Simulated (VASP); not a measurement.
Crystal: CrBrO.

```
Cr O Br
1.0
     3.83688    0.00000    0.00000
     0.00000    3.21015    0.00000
     0.00000    0.00000    8.30347
Cr O Br
2 2 2
Direct
  0.25000 0.25000 0.10200
  0.75000 0.75000 0.89800
  0.25000 0.75000 0.96500
  0.75000 0.25000 0.03500
  0.25000 0.75000 0.32000
  0.75000 0.25000 0.68000
```

- Program: VASP 6.6.1
- Task: relaxation of cell and atoms
- Functional: LDA
- Potentials or basis: VASP PAW LDA potentials, release 64 (Cr_pv, O, Br)
- Cutoff: 600 eV
- k mesh: 5 × 6 × 2
- Occupations: fermi-dirac, width 0.1 eV
- Spin: no spin polarisation

At the start: pressure -6.0 GPa; volume 17.05 Å³/atom.

Task: Where does the relaxation end?

Result: Over 28 steps the energy falls by 107.8 meV/atom and the volume is 15.07 Å³/atom (-11.6 %); space group Pmmn (No. 59, to 0.1 Å) before and after.

Step by step:
```csv
step,energy change (eV),largest force (eV/Å),pressure (GPa),volume (Å³)
1,0.0000,1.1195,-5.99,102.27
2,-0.1709,0.7299,6.27,93.07
3,-0.2265,0.6533,1.60,95.89
4,-0.2882,0.4743,-0.04,96.59
5,-0.2954,0.4425,-0.76,96.95
6,-0.3540,0.5603,-1.21,96.81
7,-0.4856,0.5891,-2.65,96.29
8,-0.4904,0.6226,-3.27,96.00
9,-0.4934,0.6127,-3.00,96.12
10,-0.5368,0.4912,-1.69,94.59
11,-0.5542,0.5750,0.03,92.68
12,-0.5865,0.3727,-0.06,92.51
13,-0.6121,0.1271,-0.14,92.18
14,-0.6307,0.0698,-0.29,91.98
15,-0.6444,0.0533,-0.41,91.59
16,-0.6452,0.0562,0.22,91.14
17,-0.6452,0.0558,0.12,91.20
18,-0.6456,0.0375,0.00,91.22
19,-0.6457,0.0450,-0.10,91.23
20,-0.6460,0.0288,-0.06,91.13
21,-0.6462,0.0125,-0.06,91.03
22,-0.6464,0.0202,-0.09,90.84
23,-0.6465,0.0171,0.12,90.62
24,-0.6465,0.0173,0.11,90.63
25,-0.6466,0.0078,0.06,90.59
26,-0.6467,0.0186,-0.06,90.47
27,-0.6467,0.0116,-0.05,90.50
28,-0.6468,0.0087,-0.01,90.41
```

Final structure:
```cif
data_structure
_symmetry_space_group_name_H-M 'P 1'
_symmetry_Int_Tables_number 1
_cell_length_a 3.7442
_cell_length_b 3.1929
_cell_length_c 7.5626
_cell_angle_alpha 90.000
_cell_angle_beta 90.000
_cell_angle_gamma 90.000
_cell_volume 90.41
loop_
_atom_site_label
_atom_site_type_symbol
_atom_site_fract_x
_atom_site_fract_y
_atom_site_fract_z
_atom_site_occupancy
Cr1 Cr 0.25000 0.25000 0.08321 1
Cr2 Cr 0.75000 0.75000 0.91679 1
O1 O 0.25000 0.75000 0.92309 1
O2 O 0.75000 0.25000 0.07691 1
Br1 Br 0.25000 0.75000 0.32385 1
Br2 Br 0.75000 0.25000 0.67615 1
```

Caveat: the k points lie up to 0.42 Å⁻¹ apart in the final cell; the run has no spin polarisation, though such a crystal can be magnetic.
